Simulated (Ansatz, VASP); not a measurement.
Two plane-wave programs on SrTiO3

```
CELL_PARAMETERS angstrom
3.93641 0.00000 0.00000
0.00000 3.93641 0.00000
0.00000 0.00000 3.93641
ATOMIC_POSITIONS crystal
Sr 0.99006 0.00000 0.00000
Ti 0.52431 0.50000 0.50000
O 0.99045 0.50000 0.50000
O 0.49562 0.00000 0.50000
O 0.49562 0.50000 0.00000
```

Change from the starting cell: mode 1 frozen in at -0.058 Å and mode 7 at -0.058 Å (largest displacements).

Alike in both runs: task single point; functional PBE; k mesh 8 × 8 × 8; occupations gaussian, width 0.05 eV; no spin polarisation.

```csv
,VASP,Ansatz
version,VASP 6.6.1,Ansatz 0.2.0
potentials or method,"VASP PAW PBE potentials, release 64 (Sr_sv, Ti_sv, O), cutoff 520 eV","scalar-relativistic, plane waves, PAW"
valence electrons in the cell,40,40
```

|  | VASP | Ansatz | Ansatz less VASP |
| --- | --- | --- | --- |
| gap on the k mesh at the Fermi level (eV) | 1.84 | 1.87 | +0.035 |
| least direct gap on the mesh (eV) | 2.37 | 2.39 | +0.020 |
| pressure (GPa) | 1.9 | 1.3 | -0.61 |
| traceless stress, the component that is largest in VASP (GPa) | 1.80 | 1.74 | -0.061 |
| rms of the force components (eV/Å) | 0.198 | 0.179 | -0.0195 |

Atom by atom the forces differ by 0.023 eV/Å (rms over components).
